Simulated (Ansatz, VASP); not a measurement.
## GdO in VASP and in Ansatz

File INCAR:

```
PREC     = Accurate       # precision mode
ENCUT    = 520            # plane-wave cutoff, eV
EDIFF    = 1E-7           # SCF threshold, eV
ISMEAR   = 0              # smearing method
SIGMA    = 0.05           # smearing width, eV
LREAL    = F              # projectors in reciprocal space
LASPH    = T              # aspherical terms in the spheres
NELM     = 150            # most SCF steps
ALGO     = Normal         # electronic algorithm
ISIF     = 2              # what is computed and relaxed
LWAVE    = F              # write WAVECAR
LCHARG   = T              # write CHGCAR
ISPIN    = 2              # spin polarisation
MAGMOM   = 7.71 0.02      # initial moments
LORBIT   = 11             # projections on sites
LMAXMIX  = 6              # l up to which the mixer works
LDAU     = T              # DFT+U
LDAUTYPE = 2            
LDAUL    = 3 -1           # shell
LDAUU    = 6 0            # U, eV
LDAUJ    = 0 0          
LDAUPRINT= 1            
GGA      = PE             # functional
LELF     = T              # ELF
LVHAR    = T            
NBANDS   = 23             # bands
```

File KPOINTS:

```
regular mesh
0
Gamma
  10 10 10
```

Contents of POSCAR:

```
GdO
1.0
    0.0000000000      2.6803200633      2.6803200633
    2.6803200633      0.0000000000      2.6803200633
    2.6803200633      2.6803200633      0.0000000000
Gd O
1 1
Direct
    0.0000000000      0.0000000000      0.0000000000
    0.2500000000      0.2500000000      0.2500000000
```

Input for Ansatz:

```yaml
crystal:
  lattice:
    - [0.0, 2.6803200633, 2.6803200633]
    - [2.6803200633, 0.0, 2.6803200633]
    - [2.6803200633, 2.6803200633, 0.0]
  atoms:
    - { symbol: Gd, position: [0.0, 0.0, 0.0], spin: 7.72 }
    - { symbol: O, position: [0.25, 0.25, 0.25] }
basis:
  ecutwfc: 420
  ecutrho_ratio: 4
kpoints:
  mp_grid: { grid: [10, 10, 10] }
hamiltonian:
  xc: pbe
  hubbard:
    sites:
      - { species: Gd, l: f, u_eff: 6.0, starting_ns: start.occupation_matrices }
    ns_hold: { iters: 6 }
scf:
  occupations: { method: gaussian, width: 0.05 }
  lower_state_search: "off"
output:
  forces: true
  stress: true
  eigenvalues: true
  populations: true
  hubbard: { sites: [{ species: Gd, l: f }] }
magnetization:
  spin_polarized: true
```

Alike in both runs: task single point; functional PBE; k mesh 10 × 10 × 10; occupations gaussian, width 0.05 eV; collinear spin; Hubbard terms Gd f U = 6.0 eV.

```csv
,VASP,Ansatz
version,VASP 6.6.1,Ansatz 0.2.0
potentials or method,"VASP PAW PBE potentials, release 64 (Gd, O), cutoff 520 eV","scalar-relativistic, plane waves, PAW"
valence electrons in the cell,24,24
```

|  | VASP | Ansatz | Ansatz less VASP |
| --- | --- | --- | --- |
| gap on the k mesh at the Fermi level (eV) | none | none | - |
| pressure (GPa) | 2.2 | 2.1 | -0.04 |
| net moment per atom (μB) | 3.97 | 3.97 | -0.002 |
| size of the moment on the site where the two differ most (μB) | 7.07 | 7.01 | -0.062 |

Site moments also hang on the region over which each program counts them. The programs project onto different local orbitals, so the same U acts differently, and such runs can settle in different states. A gap of «none» marks a metal or a gap that the smearing closes. Ansatz's warnings: filled band counts differ across k points.

Neither program's run includes spin-orbit coupling.
